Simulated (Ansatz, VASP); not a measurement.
One calculation of PbSe, two programs

```xyz
2
Lattice="-2.1984 2.1984 3.1091 2.1984 -2.1984 3.1091 2.1984 2.1984 -3.1091" Properties=species:S:1:pos:R:3 pbc="T T T"
Pb    0.0000    0.0000    0.7600
Se    0.0000    0.0000    3.8766
```

Alike in both runs: functional PBE; k mesh 12 × 12 × 12; occupations gaussian, width 0.02 eV; no spin polarisation.

Ansatz relaxed the structure, and its values are those at the end. VASP's run is a single point on that final structure, the one shown.

|  | VASP | Ansatz |
| --- | --- | --- |
| version | VASP 6.6.1 | Ansatz 0.2.0 |
| potentials or method | VASP PAW PBE potentials, release 64 (Pb_d, Se), cutoff 520 eV | scalar-relativistic, plane waves, PAW |
| valence electrons in the cell | 20 | 30 |

|  | VASP | Ansatz | Ansatz less VASP |
| --- | --- | --- | --- |
| gap on the k mesh at the Fermi level (eV) | 0.44 | 0.43 | -0.005 |
| least direct gap on the mesh (eV) | 0.44 | 0.43 | -0.005 |
| pressure (GPa) | 0.0 | 0.0 | +0.02 |

VASP's potentials hold 20 valence electrons a cell and Ansatz's 30, so a difference there can come from the potentials and not from the codes.

Spin-orbit coupling is off throughout.
